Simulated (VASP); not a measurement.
# TeW2 (Fm-3m) in VASP: notebook

Runs on TeW2. Level: PBE. Tasks: single point.

Everything below comes from runs of VASP 6.6.1. Logs are shortened: lines on timing, memory, paths and dates and some standing lists are left out, and cuts for length are marked.

**1. The cell of the first run**

It takes space group Fm-3m (No. 225, cubic). The conventional cell has a = 6.132 Å, b = 6.132 Å, c = 6.132 Å, α = 90.00°, β = 90.00°, γ = 90.00°. Te (site symmetry m-3m) has 8 W at 2.66 Å within 3.5 Å. Within 3.5 Å of W (site symmetry -43m) lie 4 Te at 2.66 Å and 6 W at 3.07 Å.

**2. Single point, PBE (19.22 Å³/atom)**

Input file INCAR:

```
ALGO     = Normal         # electronic algorithm
EDIFF    = 1E-6           # SCF threshold, eV
ENCUT    = 520            # plane-wave cutoff, eV
GGA      = PE             # functional
ISIF     = 2              # what is computed and relaxed
ISMEAR   = -1             # smearing method
LASPH    = True           # aspherical terms in the spheres
LCHARG   = False          # write CHGCAR
LREAL    = False          # projectors in reciprocal space
LWAVE    = False          # write WAVECAR
NBANDS   = 24             # bands
NELM     = 80             # most SCF steps
PREC     = Accurate       # precision mode
SIGMA    = 0.05           # smearing width, eV
```

Input file KPOINTS:

```
k-points
0
Gamma
  7 7 7
```

Input file POSCAR:

```
TeW2
1.0
    0.0000000000      3.0660507704      3.0660507704
    3.0660507704      0.0000000000      3.0660507704
    3.0660507704      3.0660507704      0.0000000000
Te W
1 2
Direct
    0.0000000000      0.0000000000      0.0000000000
    0.2500000000      0.2500000000      0.2500000000
    0.7500000000      0.7500000000      0.7500000000
```

Potentials or basis: VASP PAW PBE potentials, release 64 (Te, W_sv).

The run is started by

```bash
cat potpaw_PBE.64/Te/POTCAR potpaw_PBE.64/W_sv/POTCAR > POTCAR
mpirun -np 1 vasp_std > vasp.out
```

OUTCAR:

```text
EDIFF = 1E-6
   ENCUT = 520
   GGA = PE
   ISIF = 2
   ISMEAR = -1
   LASPH = True
   LREAL = False
   NELM = 80
   PREC = Accurate

 ion  position               nearest neighbor table
   1  0.000  0.000  0.000-   3 2.66   3 2.66   3 2.66   2 2.66   2 2.66   2 2.66   3 2.66   2 2.66

   2  0.250  0.250  0.250-   1 2.66   1 2.66   1 2.66   1 2.66   3 3.07   3 3.07   3 3.07   3 3.07
                             3 3.07   3 3.07
   3  0.750  0.750  0.750-   1 2.66   1 2.66   1 2.66   1 2.66   2 3.07   2 3.07   2 3.07   2 3.07
                             2 3.07   2 3.07

  LATTYP: Found a face centered cubic cell.
 ALAT       =     6.1321015408

  Lattice vectors:

 A1 = (   0.0000000000,   3.0660507704,   3.0660507704)
 A2 = (   3.0660507704,   0.0000000000,   3.0660507704)
 A3 = (   3.0660507704,   3.0660507704,   0.0000000000)

Analysis of symmetry for initial positions (statically):
=====================================================================
 Subroutine PRICEL returns:
 Original cell was already a primitive cell.

 Routine SETGRP: Setting up the symmetry group for a
 face centered cubic supercell.

 Subroutine GETGRP returns: Found 48 space group operations
 (whereof 48 operations were pure point group operations)
 out of a pool of 48 trial point group operations.

The static configuration has the point symmetry O_h .

Analysis of symmetry for dynamics (positions and initial velocities):
=====================================================================
 Subroutine PRICEL returns:
 Original cell was already a primitive cell.

 Routine SETGRP: Setting up the symmetry group for a
 face centered cubic supercell.

 Subroutine GETGRP returns: Found 48 space group operations
 (whereof 48 operations were pure point group operations)
 out of a pool of 48 trial point group operations.

The dynamic configuration has the point symmetry O_h .

 Subroutine INISYM returns: Found 48 space group operations
 (whereof 48 operations are pure point group operations),
 and found     1 'primitive' translations

----------------------------------------------------------------------------------------

                                     Primitive cell

  volume of cell :      57.6458

[... 78 lines left out ...]
   ICHARG =      2    charge: 1-file 2-atom 10-const
   ISPIN  =      1    spin polarized calculation?
   LNONCOLLINEAR =      F non collinear calculations
   LSORBIT =      F    spin-orbit coupling
   LASPH  =      T    aspherical Exc in radial PAW
   ENCUT  =  520.0 eV  38.22 Ry    6.18 a.u.   8.06  8.06  8.06*2*pi/ulx,y,z
   NELM   =     80;   NELMIN=  2; NELMDL= -5     # of ELM steps
   EDIFF  = 0.1E-05   stopping-criterion for ELM
   LREAL  =      F    real-space projection
   EDIFFG = 0.1E-04   stopping-criterion for IOM
   NSW    =      0    number of steps for IOM
   IBRION =     -1    ionic relax: 0-MD 1-quasi-New 2-CG
   NFREE  =      0    steps in history (QN), initial steepest desc. (CG)
   ISIF   =      2    stress and relaxation
   ISYM   =      2    0-nonsym 1-usesym 2-fastsym
   POTIM  = 0.5000    time-step for ionic-motion
   TEBEG  =    0.0;   TEEND  =   0.0 temperature during run
   PSTRESS=    0.0 pullay stress
   NELECT =      34.0000    total number of electrons
   NUPDOWN=      -1.0000    fix difference up-down
   EMIN   =  10.00;   EMAX   =-10.00  energy-range for DOS
   EFERMI =   0.00;   METHOD = LEGACY
   ISMEAR =    -1;   SIGMA  =   0.05  broadening in eV -4-tet -1-fermi 0-gaus
   EFERMI_NEDOS =   21; number of points for ismear=-14 and -15
   IALGO  =     38    algorithm
   IMIX   =      4    mixing-type and parameters
     AMIX     =   0.40;   BMIX     =  1.00
     AMIX_MAG =   1.60;   BMIX_MAG =  1.00
  volume/ion in A,a.u.               =      19.22       129.67
  Fermi-wavevector in a.u.,A,eV,Ry     =   1.372920  2.594442 25.645736  1.884908
  Thomas-Fermi vector in A             =   2.498483
   LORBIT       =      0    0 simple, 1 ext, 2 COOP (PROOUT), +10 PAW based schemes
   GGA     = PE    functional components
   LHFCALC =     F    Hartree Fock is set to
   AEXX    =    0.0000 exact exchange contribution
   IVDW    =     0    specifies the selected vdW correction
   LEPSILON=     F    determine dielectric tensor
   LRPA    =     F    only Hartree local field effects (RPA)
 non-spin polarized calculation
  energy-cutoff  :      520.00
  volume of cell :       57.65
 maximum number of plane-waves:      1567
   NGX = 17   NGY = 17   NGZ = 17

 number of electron      34.0000002 magnetization

 Free energy of the ion-electron system (eV)
  ---------------------------------------------------
  ext. energy  EPLUGINS =         0.00000000
  ---------------------------------------------------
  free energy    TOTEN  =       -24.20311548 eV

  energy without entropy =      -24.17305914  energy(sigma->0) =      -24.18808731

 E-fermi :  10.6200     XC(G=0): -12.1134

 val. band max:       10.5950605896   @ k =  -0.4286   0.4286   0.0000
 cond. band min:      10.6215396107   @ k =  -0.4286   0.1429   0.0000
 fundamental gap:      0.0264790211
 Fermi energy:        10.6199782409

 k-point     1 :       0.0000    0.0000    0.0000
  band No.  band energies     occupation
      1     -63.2503      2.00000
      2     -63.2081      2.00000
      3     -27.6397      2.00000
      4     -27.6397      2.00000
      5     -27.6397      2.00000
      6     -27.3993      2.00000
[... 529 lines left out ...]
     23      16.2013      0.00000
     24      17.7747      0.00000

------------------------ aborting loop because EDIFF is reached ----------------------------------------

  FORCE on cell =-STRESS in cart. coord.  units (eV):
  Direction    XX          YY          ZZ          XY          YZ          ZX
  --------------------------------------------------------------------------------------
  -------------------------------------------------------------------------------------
  Total        3.9296370      3.9296370      3.9296370     -0.0000000     -0.0000000      0.0000000
  in kB      109.2181938    109.2181938    109.2181938     -0.0000000     -0.0000000      0.0000000
  external PRESSURE =     109.2181938 kB  Pullay stress =       0.0000000 kB

 VOLUME and BASIS-vectors are now :
 -----------------------------------------------------------------------------
  energy-cutoff  :      520.00
  volume of cell :       57.65
      direct lattice vectors                 reciprocal lattice vectors
     0.000000000  3.066050770  3.066050770    -0.163076230  0.163076230  0.163076230
     3.066050770  0.000000000  3.066050770     0.163076230 -0.163076230  0.163076230
     3.066050770  3.066050770  0.000000000     0.163076230  0.163076230 -0.163076230

 POSITION                                       TOTAL-FORCE (eV/Angst)
 -----------------------------------------------------------------------------------
      0.00000      0.00000      0.00000         0.000000      0.000000      0.000000
      1.53303      1.53303      1.53303        -0.000000     -0.000000     -0.000000
      4.59908      4.59908      4.59908        -0.000000      0.000000      0.000000
 -----------------------------------------------------------------------------------
    total drift:                               -0.000000     -0.000000      0.000000

  FREE ENERGIE OF THE ION-ELECTRON SYSTEM (eV)
  ---------------------------------------------------
  free  energy   TOTEN  =       -24.2031154802 eV

  energy  without entropy=      -24.1730591376  energy(sigma->0) =      -24.18808731
```

stdout:

```text
POSCAR found type information on POSCAR TeW
 POSCAR found :  2 types and       3 ions
 scaLAPACK will be used
 LDA part: xc-table for (Slater+PW92), standard interpolation
 POSCAR, INCAR and KPOINTS ok, starting setup
 FFT: planning ... GRIDC
 FFT: planning ... GRID_SOFT
 FFT: planning ... GRID
 WAVECAR not read
 entering main loop
```

Wall time 12 s (1 thread of Intel Xeon 6975P-C (Granite Rapids), shared host); peak memory 0.18 GiB.

What came out:

| Quantity | Value |
| --- | --- |
| Free energy | -24.2031 eV |
| Pressure | 10.9 GPa |
| Band gap on the k mesh | zero (bands 17 and 18 overlap by 2.13 eV) |

Caveat: the cell stands under pressure; spin-orbit coupling is left out, which moves the levels of the heavy elements.

**3. Single point, PBE (19.62 Å³/atom)**

This run uses another cell than the first one, of 19.62 Å³/atom.

Input file INCAR:

```
SYSTEM = TeW2
PREC     = Accurate       ! precision mode
ENCUT    = 520            ! plane-wave cutoff, eV
EDIFF    = 1E-6           ! SCF threshold, eV
ISMEAR   = -1             ! smearing method
SIGMA    = 0.05           ! smearing width, eV
LREAL    = .FALSE.        ! projectors in reciprocal space
LASPH    = .TRUE.         ! aspherical terms in the spheres
NELM     = 100            ! most SCF steps
ALGO     = Normal         ! electronic algorithm
ISIF     = 2              ! what is computed and relaxed
LWAVE    = .FALSE.        ! write WAVECAR
LCHARG   = .TRUE.         ! write CHGCAR
GGA      = PE             ! functional
LELF     = .TRUE.         ! ELF
LVHAR    = .TRUE.       
NBANDS   = 24             ! bands
```

Input file KPOINTS:

```
regular mesh
0
G
  7 7 7
  0 0 0
```

Input file POSCAR:

```
TeW2
1.0
    0.0000000000      3.0876433886      3.0876433886
    3.0876433886      0.0000000000      3.0876433886
    3.0876433886      3.0876433886      0.0000000000
Te W
1 2
Direct
    0.0000000000      0.0000000000      0.0000000000
    0.2500000000      0.2500000000      0.2500000000
    0.7500000000      0.7500000000      0.7500000000
```

Potentials or basis: VASP PAW PBE potentials, release 64 (Te, W_sv).

The run is started by

```bash
cat potpaw_PBE.64/Te/POTCAR potpaw_PBE.64/W_sv/POTCAR > POTCAR
mpirun -np 1 vasp_std > vasp.out
```

OUTCAR:

```text
SYSTEM = TeW2
   PREC = Accurate
   ENCUT = 520
   EDIFF = 1E-6
   ISMEAR = -1
   LREAL = .FALSE.
   LASPH = .TRUE.
   NELM = 100
   ISIF = 2
   GGA = PE

 ion  position               nearest neighbor table
   1  0.000  0.000  0.000-   3 2.67   3 2.67   3 2.67   2 2.67   3 2.67   2 2.67   2 2.67   2 2.67

   2  0.250  0.250  0.250-   1 2.67   1 2.67   1 2.67   1 2.67   3 3.09   3 3.09   3 3.09   3 3.09
                             3 3.09   3 3.09
   3  0.750  0.750  0.750-   1 2.67   1 2.67   1 2.67   1 2.67   2 3.09   2 3.09   2 3.09   2 3.09
                             2 3.09   2 3.09

  LATTYP: Found a face centered cubic cell.
 ALAT       =     6.1752867772

  Lattice vectors:

 A1 = (   0.0000000000,   3.0876433886,   3.0876433886)
 A2 = (   3.0876433886,   0.0000000000,   3.0876433886)
 A3 = (   3.0876433886,   3.0876433886,   0.0000000000)

Analysis of symmetry for initial positions (statically):
=====================================================================
 Subroutine PRICEL returns:
 Original cell was already a primitive cell.

 Routine SETGRP: Setting up the symmetry group for a
 face centered cubic supercell.

 Subroutine GETGRP returns: Found 48 space group operations
 (whereof 48 operations were pure point group operations)
 out of a pool of 48 trial point group operations.

The static configuration has the point symmetry O_h .

Analysis of symmetry for dynamics (positions and initial velocities):
=====================================================================
 Subroutine PRICEL returns:
 Original cell was already a primitive cell.

 Routine SETGRP: Setting up the symmetry group for a
 face centered cubic supercell.

 Subroutine GETGRP returns: Found 48 space group operations
 (whereof 48 operations were pure point group operations)
 out of a pool of 48 trial point group operations.

The dynamic configuration has the point symmetry O_h .

 Subroutine INISYM returns: Found 48 space group operations
[... 109 lines left out ...]
   ISMEAR =    -1;   SIGMA  =   0.05  broadening in eV -4-tet -1-fermi 0-gaus
   EFERMI_NEDOS =   21; number of points for ismear=-14 and -15
   IALGO  =     38    algorithm
   IMIX   =      4    mixing-type and parameters
     AMIX     =   0.40;   BMIX     =  1.00
     AMIX_MAG =   1.60;   BMIX_MAG =  1.00
  volume/ion in A,a.u.               =      19.62       132.43
  Fermi-wavevector in a.u.,A,eV,Ry     =   1.363319  2.576298 25.288297  1.858637
  Thomas-Fermi vector in A             =   2.489732
   LORBIT       =      0    0 simple, 1 ext, 2 COOP (PROOUT), +10 PAW based schemes
   GGA     = PE    functional components
   LHFCALC =     F    Hartree Fock is set to
   AEXX    =    0.0000 exact exchange contribution
   IVDW    =     0    specifies the selected vdW correction
   LEPSILON=     F    determine dielectric tensor
   LRPA    =     F    only Hartree local field effects (RPA)
 non-spin polarized calculation
  energy-cutoff  :      520.00
  volume of cell :       58.87
 maximum number of plane-waves:      1600
   NGX = 17   NGY = 17   NGZ = 17

 number of electron      34.0000005 magnetization

 Free energy of the ion-electron system (eV)
  ---------------------------------------------------
  ext. energy  EPLUGINS =         0.00000000
  ---------------------------------------------------
  free energy    TOTEN  =       -24.26949810 eV

  energy without entropy =      -24.23775190  energy(sigma->0) =      -24.25362500

 E-fermi :  10.3342     XC(G=0): -12.0059

 val. band max:       10.3230205148   @ k =  -0.4286   0.4286   0.0000
 cond. band min:      10.3371177385   @ k =  -0.4286   0.1429   0.0000
 fundamental gap:      0.0140972237
 Fermi energy:        10.3342223418

 k-point     1 :       0.0000    0.0000    0.0000
  band No.  band energies     occupation
      1     -63.5734      2.00000
      2     -63.5356      2.00000
      3     -27.9416      2.00000
      4     -27.9416      2.00000
      5     -27.9416      2.00000
      6     -27.7182      2.00000
[... 529 lines left out ...]
     23      15.7356      0.00000
     24      17.3025      0.00000

------------------------ aborting loop because EDIFF is reached ----------------------------------------

  FORCE on cell =-STRESS in cart. coord.  units (eV):
  Direction    XX          YY          ZZ          XY          YZ          ZX
  --------------------------------------------------------------------------------------
  -------------------------------------------------------------------------------------
  Total        2.3627047      2.3627047      2.3627047     -0.0000000      0.0000000      0.0000000
  in kB       64.2996523     64.2996523     64.2996523     -0.0000000      0.0000000      0.0000000
  external PRESSURE =      64.2996523 kB  Pullay stress =       0.0000000 kB

 VOLUME and BASIS-vectors are now :
 -----------------------------------------------------------------------------
  energy-cutoff  :      520.00
  volume of cell :       58.87
      direct lattice vectors                 reciprocal lattice vectors
     0.000000000  3.087643389  3.087643389    -0.161935799  0.161935799  0.161935799
     3.087643389  0.000000000  3.087643389     0.161935799 -0.161935799  0.161935799
     3.087643389  3.087643389  0.000000000     0.161935799  0.161935799 -0.161935799

 POSITION                                       TOTAL-FORCE (eV/Angst)
 -----------------------------------------------------------------------------------
      0.00000      0.00000      0.00000        -0.000000     -0.000000     -0.000000
      1.54382      1.54382      1.54382         0.000000     -0.000000      0.000000
      4.63147      4.63147      4.63147        -0.000000      0.000000     -0.000000
 -----------------------------------------------------------------------------------
    total drift:                               -0.000000     -0.000000      0.000000

  FREE ENERGIE OF THE ION-ELECTRON SYSTEM (eV)
  ---------------------------------------------------
  free  energy   TOTEN  =       -24.2694980987 eV

  energy  without entropy=      -24.2377519039  energy(sigma->0) =      -24.25362500
```

OSZICAR:

```text
N       E                     dE             d eps       ncg     rms          rms(c)
DAV:   1     0.350692759826E+03    0.35069E+03   -0.19520E+04   992   0.148E+03
DAV:   2    -0.119090325286E+02   -0.36260E+03   -0.35297E+03  1096   0.443E+02
DAV:   3    -0.247741576392E+02   -0.12865E+02   -0.12452E+02  1192   0.812E+01
DAV:   4    -0.249762827185E+02   -0.20213E+00   -0.20181E+00  1040   0.111E+01
DAV:   5    -0.249804860843E+02   -0.42034E-02   -0.42027E-02  1256   0.162E+00    0.237E+01
DAV:   6    -0.243586795044E+02    0.62181E+00   -0.15929E+00  1128   0.919E+00    0.959E+00
DAV:   7    -0.242808892642E+02    0.77790E-01   -0.14127E-01  1128   0.265E+00    0.260E+00
DAV:   8    -0.242698661832E+02    0.11023E-01   -0.14329E-02  1032   0.676E-01    0.452E-01
DAV:   9    -0.242695078892E+02    0.35829E-03   -0.14586E-03  1216   0.204E-01    0.221E-01
DAV:  10    -0.242695210558E+02   -0.13167E-04   -0.14090E-04  1208   0.838E-02    0.484E-02
DAV:  11    -0.242694990447E+02    0.22011E-04   -0.15922E-05  1080   0.307E-02    0.206E-02
DAV:  12    -0.242694980987E+02    0.94602E-06   -0.11856E-06   816   0.747E-03
   1 F= -.24269498E+02 E0= -.24253625E+02  d E =-.317462E-01
```

Wall time 12 s (1 thread of Intel Xeon 6975P-C (Granite Rapids), shared host); peak memory 0.18 GiB.

Results:

| Quantity | Value |
| --- | --- |
| Free energy | -24.2695 eV |
| Pressure | 6.4 GPa |
| Band gap on the k mesh | zero (bands 17 and 18 overlap by 2.06 eV) |

Levels at points of the mesh, in eV from the Fermi level:
| k point | band 15 | band 16 | band 17 | band 18 | band 19 | band 20 |
| --- | --- | --- | --- | --- | --- | --- |
| (0.00, 0.00, 0.00) | -0.62 | 1.58 | 1.58 | 1.58 | 3.78 | 3.78 |

Caveat: the cell stands under pressure; spin-orbit coupling is left out, which moves the levels of the heavy elements.

(Continued in part 2 of 2.)
